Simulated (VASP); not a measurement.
Runs of VASP 6.6.1 on Pt. The structure is that of space group P6_3/mmc (No. 194), or close to it. The cells are those of the table. 

| task | potentials or basis | cell | cutoff (eV) | second run | gap on the mesh (eV) | pressure (GPa) |
| --- | --- | --- | --- | --- | --- | --- |
| relaxation of cell and atoms | VASP PAW PBE potentials, release 64 (Pt) | relaxed from a = 2.770, b = 2.770, c = 4.523 Å, angles 90.0, 90.0, 120.0°, 2 atoms | 600 | - | none | 0.0 |
| relaxation of cell and atoms | VASP PAW PBE potentials, release 64 (Pt) | relaxed to 20 GPa from a = 2.770, b = 2.770, c = 4.523 Å, angles 90.0, 90.0, 120.0°, 2 atoms | 600 | - | none | 20.0 |
| single point | VASP PAW PBE potentials, release 64 (Pt_sv_GW) | a = 2.743, b = 2.743, c = 4.726 Å, angles 90.0, 90.0, 120.0°, 2 atoms | 550 | valence_matched | none | -2.1 |
| relaxation of cell and atoms | VASP PAW PBE potentials, release 64 (Pt) | relaxed to 10 GPa from a = 2.770, b = 2.770, c = 4.523 Å, angles 90.0, 90.0, 120.0°, 2 atoms | 600 | - | none | 10.1 |
| single point | VASP PAW PBE potentials, release 64 (Pt_sv_GW) | a = 2.694, b = 2.694, c = 4.598 Å, angles 90.0, 90.0, 120.0°, 2 atoms | 550 | valence_matched | none | (b) |
| single point | VASP PAW PBE potentials, release 64 (Pt) | a = 2.743, b = 2.743, c = 4.726 Å, angles 90.0, 90.0, 120.0°, 2 atoms | 520 | - | none | (a) |
| single point | VASP PAW PBE potentials, release 64 (Pt_sv_GW) | a = 2.673, b = 2.673, c = 4.550 Å, angles 90.0, 90.0, 120.0°, 2 atoms | 550 | valence_matched | none | 27.7 |
| single point | VASP PAW PBE potentials, release 64 (Pt) | a = 2.673, b = 2.673, c = 4.550 Å, angles 90.0, 90.0, 120.0°, 2 atoms | 520 | - | none | 31.3 |
| single point | VASP PAW PBE potentials, release 64 (Pt_sv_GW) | a = 2.717, b = 2.717, c = 4.655 Å, angles 90.0, 90.0, 120.0°, 2 atoms | 550 | valence_matched | none | 7.9 |
| single point | VASP PAW PBE potentials, release 64 (Pt) | a = 2.694, b = 2.694, c = 4.598 Å, angles 90.0, 90.0, 120.0°, 2 atoms | 520 | - | none | 21.1 |
| single point | VASP PAW PBE potentials, release 64 (Pt) | a = 2.717, b = 2.717, c = 4.655 Å, angles 90.0, 90.0, 120.0°, 2 atoms | 520 | - | none | 10.9 |
| relaxation of cell and atoms | VASP PAW PBE potentials, release 64 (Pt) | relaxed to 30 GPa from a = 2.770, b = 2.770, c = 4.523 Å, angles 90.0, 90.0, 120.0°, 2 atoms | 600 | - | none | 30.0 |

Alike in all rows: level r2SCAN; no spin polarisation; k mesh 8 × 8 × 5; smearing fermi-dirac 0.05 eV.

Fill in the values left out.

(a) 0.7; (b) 17.8.

Caveats: the PAW data sets were made with another functional, which shifts forces and pressure a little; spin-orbit coupling is left out, which moves the levels of the heavy elements; the cell is relaxed towards a set pressure, so the enthalpy falls and the energy may rise (some runs).

A k mesh can miss the band edges, and the runs leave out spin-orbit coupling on Pt.

A gap of «none» marks levels without a gap at the run's occupations.

The runs don't all hold the same shells in valence.
